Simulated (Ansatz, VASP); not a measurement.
**TiC in VASP and in Ansatz**

Contents of INCAR:

```
PREC = Accurate
ENCUT = 520
EDIFF = 1E-8
ISMEAR = -1
SIGMA = 0.03
LREAL = False
LASPH = True
NELM = 100
ALGO = Normal
ISIF = 2
LWAVE = False
LCHARG = False
GGA = PE
LEFG = True
NBANDS = 15
```

Contents of KPOINTS:

```
Automatic mesh
0
Gamma
  16 16 16
```

File POSCAR:

```
TiC
1.0
    0.0000000000      2.2072800000      2.1640000000
    2.2072800000      0.0000000000      2.1640000000
    2.2072800000      2.2072800000      0.0000000000
Ti C
1 1
Direct
    0.0000000000      0.0000000000      0.0000000000
    0.5000000000      0.5000000000      0.5000000000
```

Input for Ansatz:

```yaml
crystal:
  lattice:
    - [0.0, 2.20728, 2.164]
    - [2.20728, 0.0, 2.164]
    - [2.20728, 2.20728, 0.0]
  atoms:
    - { symbol: Ti, position: [0.0, 0.0, 0.0] }
    - { symbol: C, position: [0.5, 0.5, 0.5] }
kpoints:
  mp_grid: { grid: [16, 16, 16] }
scf:
  occupations: { method: fermi_dirac, width: 0.03 }
hamiltonian:
  xc: pbe
  pseudopotentials: { kind: all_electron, datasets: crystal }
output:
  forces: true
  stress: true
  eigenvalues: true
  efg: { contact_densities: true }
```

Change from the starting cell: equal xx and yy strain of +2 %, crystal datasets.

Alike in both runs: task electric field gradients; functional PBE; k mesh 16 × 16 × 16; occupations fermi-dirac, width 0.03 eV; no spin polarisation.

```csv
,VASP,Ansatz
version,VASP 6.6.1,Ansatz 0.2.0
potentials or method,"VASP PAW PBE potentials, release 64 (Ti_sv, C), cutoff 520 eV","all-electron PAW with datasets made for the crystal, scalar-relativistic"
```

Ansatz gave:

* pressure (GPa): -8.3
* traceless stress, the component that is largest in VASP (GPa): 4.32
* size of Vzz on the site where it differs most (V/Å²): 16.2

Task: Which values does VASP return?

Result: Pressure (GPa): -8.0; traceless stress, the component that is largest in VASP (GPa): 4.36; size of Vzz on the site where it differs most (V/Å²): 15.3.

Ansatz ran all-electron here, and VASP with PAW potentials.
